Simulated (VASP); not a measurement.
# SnTe in VASP: relaxation of the atoms with PBE

Aim: the relaxation of the atoms of SnTe with PBE.

Program: VASP 6.6.1. These are calculated values, not measurements. Logs are shortened: lines on timing, memory, paths and dates and some standing lists are left out, and cuts for length are marked.

**1. The cell of the first run**

The cell holds a slab with vacuum, 4 atoms: a = 4.535 Å, b = 4.535 Å, c = 20.554 Å, α = 90.00°, β = 90.00°, γ = 120.00°.

**2. Relaxation of the atoms, PBE**

File INCAR:

```
SYSTEM = SnTe
ALGO = Normal
DIPOL = 0.5 0.5 0.500
EDIFF = 1E-6
EDIFFG = -0.02
ENCUT = 520
GGA = PE
IBRION = 2
IDIPOL = 3
ISIF = 2
ISMEAR = 0
LASPH = .True.
LCHARG = .False.
LDIPOL = .True.
LREAL = .False.
LWAVE = .False.
NELM = 60
NSW = 80
PREC = Accurate
SIGMA = 0.05
```

File KPOINTS:

```
k-points
0
Gamma
  9 9 1
  0 0 0
```

File POSCAR:

```
SnTe
1.0
    4.5346574230      0.0000000000      0.0000000000
   -2.2673287115      3.9271285258      0.0000000000
    0.0000000000      0.0000000000     20.5537984224
Te Sn
2 2
Direct
    0.3333333333      0.6666666667      0.3648960570
    0.0000000000      0.0000000000      0.5450346477
    0.6666666667      0.3333333333      0.4549653523
    0.3333333333      0.6666666667      0.6351039430
```

Potentials or basis: VASP PAW PBE potentials, release 64 (Te, Sn_d).

On the command line:

```
> cat potpaw_PBE.64/Te/POTCAR potpaw_PBE.64/Sn_d/POTCAR > POTCAR
> mpirun -np 1 vasp_std > vasp.out
```

OUTCAR:

```text
SYSTEM = SnTe
   EDIFF = 1E-6
   EDIFFG = -0.02
   ENCUT = 520
   GGA = PE
   IBRION = 2
   ISIF = 2
   ISMEAR = 0
   LASPH = .True.
   LREAL = .False.
   NELM = 60
   NSW = 80
   PREC = Accurate

 ion  position               nearest neighbor table
   1  0.333  0.667  0.365-   3 3.21   3 3.21   3 3.21
   2  0.000  0.000  0.545-   4 3.21   4 3.21   4 3.21   3 3.21   3 3.21   3 3.21
   3  0.667  0.333  0.455-   1 3.21   1 3.21   1 3.21   2 3.21   2 3.21   2 3.21
   4  0.333  0.667  0.635-   2 3.21   2 3.21   2 3.21

  LATTYP: Found a hexagonal cell.
 ALAT       =     4.5346574230
 C/A-ratio  =     4.5326022465

  Lattice vectors:

 A1 = (   4.5346574230,   0.0000000000,   0.0000000000)
 A2 = (  -2.2673287115,   3.9271285258,   0.0000000000)
 A3 = (   0.0000000000,   0.0000000000,  20.5537984224)

Analysis of symmetry for initial positions (statically):
=====================================================================
 Subroutine PRICEL returns:
 Original cell was already a primitive cell.

 Routine SETGRP: Setting up the symmetry group for a
 hexagonal supercell.

 Subroutine GETGRP returns: Found  6 space group operations
 (whereof  6 operations were pure point group operations)
 out of a pool of 24 trial point group operations.

The static configuration has the point symmetry C_3v.

Analysis of symmetry for dynamics (positions and initial velocities):
=====================================================================
 Subroutine PRICEL returns:
 Original cell was already a primitive cell.

 Routine SETGRP: Setting up the symmetry group for a
 hexagonal supercell.

 Subroutine GETGRP returns: Found  6 space group operations
 (whereof  6 operations were pure point group operations)
 out of a pool of 24 trial point group operations.

The dynamic configuration has the point symmetry C_3v.

 Subroutine INISYM returns: Found  6 space group operations
 (whereof  6 operations are pure point group operations),
 and found     1 'primitive' translations

----------------------------------------------------------------------------------------

                                     Primitive cell

  volume of cell :     366.0258

  direct lattice vectors                    reciprocal lattice vectors
     4.534657423  0.000000000  0.000000000     0.220523825  0.127319490  0.000000000
    -2.267328711  3.927128526  0.000000000     0.000000000  0.254638979  0.000000000
     0.000000000  0.000000000 20.553798422     0.000000000  0.000000000  0.048652808

  length of vectors
     4.534657423  4.534657423 20.553798422     0.254638979  0.254638979  0.048652808

  position of ions in fractional coordinates (direct lattice)
     0.333333333  0.666666667  0.364896057
     0.000000000  0.000000000  0.545034648
     0.666666667  0.333333333  0.454965352
     0.333333333  0.666666667  0.635103943

  ion indices of the primitive-cell ions
   primitive index   ion index
                 1           1
                 2           2
                 3           3
                 4           4

----------------------------------------------------------------------------------------

 KPOINTS: k-points

Automatic generation of k-mesh.
 Grid dimensions read from file:
 generate k-points for:    9    9    1

 Generating k-lattice:

  Cartesian coordinates                     Fractional coordinates (reciprocal lattice)
     0.024502647  0.014146610  0.000000000     0.111111111  0.000000000  0.000000000
     0.000000000  0.028293220  0.000000000     0.000000000  0.111111111  0.000000000
     0.000000000  0.000000000  0.048652808     0.000000000  0.000000000  1.000000000

  Length of vectors
     0.028293220  0.028293220  0.048652808

  Shift w.r.t. Gamma in fractional coordinates (k-lattice)
     0.000000000  0.000000000  0.000000000

 Subroutine IBZKPT returns following result:
 ===========================================

 Found     12 irreducible k-points:

 Following reciprocal coordinates:
            Coordinates               Weight
  0.000000  0.000000  0.000000      1.000000
  0.111111  0.000000  0.000000      6.000000
  0.222222  0.000000  0.000000      6.000000
  0.333333 -0.000000  0.000000      6.000000
  0.444444  0.000000  0.000000      6.000000
  0.111111  0.111111  0.000000      6.000000
  0.222222  0.111111  0.000000     12.000000
  0.333333  0.111111  0.000000     12.000000
  0.444444  0.111111  0.000000      6.000000
  0.222222  0.222222  0.000000      6.000000
  0.333333  0.222222  0.000000     12.000000
  0.333333  0.333333  0.000000      2.000000
   k-points           NKPTS =     12   k-points in BZ     NKDIM =     12   number of bands    NBANDS=     24
   number of dos      NEDOS =    301   number of ions     NIONS =      4
   total plane-waves  NPLWV = 207360
   dimension x,y,z NGX =    36 NGY =   36 NGZ =  160
   dimension x,y,z NGXF=    72 NGYF=   72 NGZF=  320
   ions per type =               2   2
   NGX,Y,Z   is equivalent  to a cutoff of  13.20, 13.20, 12.94 a.u.
   NGXF,Y,Z  is equivalent  to a cutoff of  26.40, 26.40, 25.88 a.u.
 SYSTEM =  SnTe
   PREC   = accura    normal or accurate (medium, high low for compatibility)
   ISTART =      0    job   : 0-new  1-cont  2-samecut
   ICHARG =      2    charge: 1-file 2-atom 10-const
   ISPIN  =      1    spin polarized calculation?
   LNONCOLLINEAR =      F non collinear calculations
   LSORBIT =      F    spin-orbit coupling
   LASPH  =      T    aspherical Exc in radial PAW
   ENCUT  =  520.0 eV  38.22 Ry    6.18 a.u.   8.43  8.43 38.22*2*pi/ulx,y,z
   NELM   =     60;   NELMIN=  2; NELMDL= -5     # of ELM steps
   EDIFF  = 0.1E-05   stopping-criterion for ELM
   LREAL  =      F    real-space projection
   EDIFFG = -.2E-01   stopping-criterion for IOM
   NSW    =     80    number of steps for IOM
   IBRION =      2    ionic relax: 0-MD 1-quasi-New 2-CG
   NFREE  =      1    steps in history (QN), initial steepest desc. (CG)
   ISIF   =      2    stress and relaxation
   ISYM   =      2    0-nonsym 1-usesym 2-fastsym
   POTIM  = 0.5000    time-step for ionic-motion
   TEBEG  =    0.0;   TEEND  =   0.0 temperature during run
   PSTRESS=    0.0 pullay stress
   NELECT =      40.0000    total number of electrons
   NUPDOWN=      -1.0000    fix difference up-down
   EMIN   =  10.00;   EMAX   =-10.00  energy-range for DOS
   EFERMI =   0.00;   METHOD = LEGACY
   ISMEAR =     0;   SIGMA  =   0.05  broadening in eV -4-tet -1-fermi 0-gaus
   EFERMI_NEDOS =   21; number of points for ismear=-14 and -15
   IALGO  =     38    algorithm
   IMIX   =      4    mixing-type and parameters
     AMIX     =   0.40;   BMIX     =  1.00
     AMIX_MAG =   1.60;   BMIX_MAG =  1.00
  volume/ion in A,a.u.               =      91.51       617.52
  Fermi-wavevector in a.u.,A,eV,Ry     =   0.782692  1.479074  8.335022  0.612607
  Thomas-Fermi vector in A             =   1.886468
   LORBIT       =      0    0 simple, 1 ext, 2 COOP (PROOUT), +10 PAW based schemes
   GGA     = PE    functional components
   LHFCALC =     F    Hartree Fock is set to
   AEXX    =    0.0000 exact exchange contribution
   IVDW    =     0    specifies the selected vdW correction
   LEPSILON=     F    determine dielectric tensor
   LRPA    =     F    only Hartree local field effects (RPA)
 conjugate gradient relaxation of ions
 non-spin polarized calculation
 Gauss-broadening in eV      SIGMA  =   0.05
  energy-cutoff  :      520.00
  volume of cell :      366.03
 maximum number of plane-waves:      9903
 NGX is ok and might be reduce to    36
   NGX = 17   NGY = 17   NGZ = 77

--------------------------------------- Ionic step        1  -------------------------------------------

 number of electron      39.9999998 magnetization

 Free energy of the ion-electron system (eV)
  ---------------------------------------------------
  ext. energy  EPLUGINS =         0.00000000
  ---------------------------------------------------
  free energy    TOTEN  =       -14.00517758 eV

  energy without entropy =      -14.00517758  energy(sigma->0) =      -14.00517758

------------------------ aborting loop because EDIFF is reached ----------------------------------------

  FORCE on cell =-STRESS in cart. coord.  units (eV):
  Direction    XX          YY          ZZ          XY          YZ          ZX
  --------------------------------------------------------------------------------------
  -------------------------------------------------------------------------------------
  Total       -3.3843136     -3.3843136     -3.5321848     -0.0000000      0.0000000      0.0000000
  in kB      -14.8139029    -14.8139029    -15.4611684     -0.0000000      0.0000000      0.0000000
  external PRESSURE =     -15.0296581 kB  Pullay stress =       0.0000000 kB
[... 95 lines left out ...]
  FREE ENERGIE OF THE ION-ELECTRON SYSTEM (eV)
  ---------------------------------------------------
  free  energy   TOTEN  =       -14.5495016866 eV

  energy  without entropy=      -14.5484110835  energy(sigma->0) =      -14.54895639

[... ionic steps 4 to 13 ...]

--------------------------------------- Ionic step       14  -------------------------------------------

 number of electron      40.0000000 magnetization

------------------------ aborting loop because EDIFF is reached ----------------------------------------
[... 71 lines left out ...]
--------------------------------------- Ionic step       16  -------------------------------------------

 number of electron      40.0000000 magnetization

 dipolmoment           0.000000      0.000000     -0.145452 electrons x Angstroem

 Free energy of the ion-electron system (eV)
  ---------------------------------------------------
  ext. energy  EPLUGINS =         0.00000000
  ---------------------------------------------------
  free energy    TOTEN  =       -14.56447681 eV

  energy without entropy =      -14.56325573  energy(sigma->0) =      -14.56386627

 E-fermi :  -0.6080     XC(G=0):  -4.0957

 val. band max:       -0.6135796579   @ k =   0.0000   0.0000   0.0000
 cond. band min:      -0.2141563661   @ k =   0.1111   0.0000   0.0000
 fundamental gap:      0.3994232918
 Fermi energy:        -0.6079896500

 k-point     1 :       0.0000    0.0000    0.0000
  band No.  band energies     occupation
      1     -22.5456      2.00000
      2     -22.5456      2.00000
      3     -22.5157      2.00000
      4     -22.5157      2.00000
      5     -22.5063      2.00000
      6     -21.8835      2.00000
[... 313 lines left out ...]
     23       1.5552      0.00000
     24       3.0102      0.00000

------------------------ aborting loop because EDIFF is reached ----------------------------------------

 vacuum level on the upper side and lower side of the slab       (xc-potential included)        -0.900         0.541

  FORCE on cell =-STRESS in cart. coord.  units (eV):
  Direction    XX          YY          ZZ          XY          YZ          ZX
  --------------------------------------------------------------------------------------
  -------------------------------------------------------------------------------------
  Total       -2.1008788     -2.1008788     -0.0184749      0.0000000     -0.0000000     -0.0000000
  in kB       -9.1960195     -9.1960195     -0.0808689      0.0000000     -0.0000000     -0.0000000
  external PRESSURE =      -6.1576360 kB  Pullay stress =       0.0000000 kB
[... 19 lines left out ...]
  FREE ENERGIE OF THE ION-ELECTRON SYSTEM (eV)
  ---------------------------------------------------
  free  energy   TOTEN  =       -14.5644768132 eV

  energy  without entropy=      -14.5632557333  energy(sigma->0) =      -14.56386627

 reached required accuracy - stopping structural energy minimisation

 vacuum level on the upper side and lower side of the slab         2.881         4.358
```

Run time: 19 min. Hardware: 1 thread of Oxide Virtual Turin-like, shared host; peak memory 0.53 GiB.

What came out:

```
Free energy                  : -14.5645 eV
Energy gained by relaxing    : 139.8 meV/atom
Ionic steps                  : 16
Largest force after relaxing : 0.008 eV/Å
Band gap on the k mesh       : 0.04 eV (least direct gap 0.27 eV)
```

Forces in eV/Å, atoms in the order of the input:
```
Te   0.000  0.000  0.003
Te   0.000  0.000  0.005
Sn   0.000  0.000 -0.008
Sn   0.000  0.000  0.000
```

The path:
| step | energy change (eV) | largest force (eV/Å) | pressure (GPa) |
| --- | --- | --- | --- |
| 1 | 0.0000 | 1.8574 | -1.50 |
| 2 | -0.3392 | 1.1795 | -1.20 |
| 3 | -0.5443 | 0.2311 | -0.51 |
| 4 | -0.5455 | 0.1668 | -0.44 |
| 5 | -0.5454 | 0.1901 | -0.47 |
| 6 | -0.5481 | 0.1275 | -0.47 |
| 7 | -0.5500 | 0.1258 | -0.47 |
| 8 | -0.5522 | 0.1053 | -0.48 |
| 9 | -0.5564 | 0.0880 | -0.49 |
| 10 | -0.5548 | 0.2042 | -0.50 |
| 11 | -0.5572 | 0.1094 | -0.51 |
| 12 | -0.5590 | 0.0463 | -0.57 |
| 13 | -0.5592 | 0.0256 | -0.62 |
| 14 | -0.5592 | 0.0209 | -0.61 |
| 15 | -0.5592 | 0.0231 | -0.62 |
| 16 | -0.5593 | 0.0082 | -0.62 |

Final structure:
```xyz
4
Lattice="4.5347 0.0000 0.0000 -2.2673 3.9271 0.0000 0.0000 0.0000 20.5538" Properties=species:S:1:pos:R:3 pbc="T T T"
Te    0.0000    2.6181    7.5673
Te   -2.2673    3.9271   11.4708
Sn    2.2673    1.3090    9.0566
Sn    0.0000    2.6181   13.0129
```

Caveat: the smearing spreads over this small gap; semilocal functionals underestimate gaps, and a narrow one can read as zero; spin-orbit coupling is left out, which moves the levels of the heavy elements.

The gap in the log of VASP goes by the Fermi energy; the results here count the filled bands.